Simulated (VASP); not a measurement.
Input of a VASP 6.6.1 run:

INCAR

```
SYSTEM = Mo
  ALGO = Fast
  EDIFF = 1E-6
  ENCUT = 520
  GGA = PE
  ISIF = 2
  ISMEAR = 0
  LASPH = .True.
  LCHARG = .True.
  LELF = .True.
  LREAL = .False.
  LVHAR = .True.
  LWAVE = .False.
  NBANDS = 13
  NELM = 100
  PREC = Accurate
  SIGMA = 0.016
```

KPOINTS

```
k-points
0
Gamma
  12 12 12
  0 0 0
```

File POSCAR:

```
Mo
1.0
   -1.5838089719      1.5838089719      1.5838089719
    1.5838089719     -1.5838089719      1.5838089719
    1.5838089719      1.5838089719     -1.5838089719
Mo
1
Direct
    0.0000000000      0.0000000000      0.0000000000
```

Potentials or basis: VASP PAW PBE potentials, release 64 (Mo_sv).

Command:

```sh
$ cat potpaw_PBE.64/Mo_sv/POTCAR > POTCAR
$ mpirun -np 1 vasp_std > vasp.out
```

Task: Predict the band gap on the k mesh.

Result: Zero (band 7 reaches 16.22 eV, above the bottom of band 8 at 11.00 eV).

Task: Estimate the pressure.

Result: -1.4 GPa.
